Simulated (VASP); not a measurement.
The system is CaSnF4.

```xyz
6
Lattice="4.0045 0.0000 0.0000 0.0000 4.0045 0.0000 0.0000 0.0000 5.7805" Properties=species:S:1:pos:R:3 pbc="T T T"
Ca    0.0000    0.0000    2.8902
Sn    2.0023    2.0023    0.0000
F     2.0023    0.0000    1.5361
F     2.0023    0.0000    4.2444
F     0.0000    2.0023    4.2444
F     0.0000    2.0023    1.5361
```

| Quantity | Value |
| --- | --- |
| Program | VASP 6.6.1 |
| Task | relaxation of cell and atoms |
| Functional | r2SCAN |
| Potentials or basis | VASP PAW PBE potentials, release 64 (Ca_sv, Sn_d, F) |
| Cutoff | 600 eV |
| k mesh | 5 × 5 × 3 |
| Occupations | fermi-dirac, width 0.05 eV |
| Spin | no spin polarisation |

At the start: pressure -2.8 GPa; volume 15.45 Å³/atom.

Where does the relaxation end?

Over 3 steps the energy falls by 5.0 meV/atom and the volume is 14.90 Å³/atom (-3.5 %); space group P4/mmm (No. 123, to 0.05 Å).

The path:
```tsv
step	energy change (eV)	largest force (eV/Å)	pressure (GPa)	volume (Å³)
1	0.0000	0.0494	-2.81	92.70
2	-0.0297	0.0025	0.31	89.11
3	-0.0300	0.0070	0.00	89.42
```

Final structure:
```cif
data_structure
_symmetry_space_group_name_H-M 'P 1'
_symmetry_Int_Tables_number 1
_cell_length_a 3.9583
_cell_length_b 3.9583
_cell_length_c 5.7070
_cell_angle_alpha 90.000
_cell_angle_beta 90.000
_cell_angle_gamma 90.000
_cell_volume 89.42
loop_
_atom_site_label
_atom_site_type_symbol
_atom_site_fract_x
_atom_site_fract_y
_atom_site_fract_z
_atom_site_occupancy
Ca1 Ca 0.00000 0.00000 0.50000 1
Sn1 Sn 0.50000 0.50000 0.00000 1
F1 F 0.50000 0.00000 0.26536 1
F2 F 0.50000 0.00000 0.73464 1
F3 F 0.00000 0.50000 0.73464 1
F4 F 0.00000 0.50000 0.26536 1
```

Caveat: the PAW data sets were made with another functional, which shifts forces and pressure a little.
